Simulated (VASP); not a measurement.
Here is a VASP 6.6.1 calculation.

POSCAR

```
Pd
1.0
   -1.5401846266      1.5401846266      1.5401846266
    1.5401846266     -1.5401846266      1.5401846266
    1.5401846266      1.5401846266     -1.5401846266
Pd
1
Direct
    0.0000000000      0.0000000000      0.0000000000
```

INCAR.step1

```
PREC = Accurate
ENCUT = 470
EDIFF = 1E-5
ISMEAR = -1
SIGMA = 0.05
LREAL = F
LASPH = T
NELM = 120
ALGO = Normal
ISIF = 2
LWAVE = T
NBANDS = 15
GGA = PE
GGA_COMPAT = F
```

Contents of INCAR.step2:

```
PREC = Accurate
ENCUT = 470
EDIFF = 1E-6
ISMEAR = -1
SIGMA = 0.05
LREAL = F
LASPH = T
NELM = 120
ALGO = Normal
ISIF = 2
LWAVE = F
LCHARG = T
GGA = PE
LHFCALC = T
AEXX = 0.25
PRECFOCK = Normal
LELF = T
LVHAR = T
NBANDS = 15
ISTART = 1
GGA_COMPAT = F
```

The input KPOINTS:

```
Automatic mesh
0
Gamma
  6 6 6
```

Potentials or basis: VASP PAW PBE potentials, release 64 (Pd_sv_GW).

Launch:

```sh
$ cat potpaw_PBE.64/Pd_sv_GW/POTCAR > POTCAR
$ cp INCAR.step1 INCAR
$ mpirun -np 1 vasp_std > vasp.out
$ cp INCAR.step2 INCAR
$ mpirun -np 1 vasp_std > vasp.out
```

Problem. Estimate the pressure.

Solution. -0.4 GPa.

Problem. Predict the band gap on the k mesh.

Solution. Zero (bands 9 and 10 overlap by 3.07 eV).

Caveat: the k points lie up to 0.48 Å⁻¹ apart, too coarse for converged energies and pressures of a metal; the PAW data sets were made with another functional, which shifts forces and pressure a little.
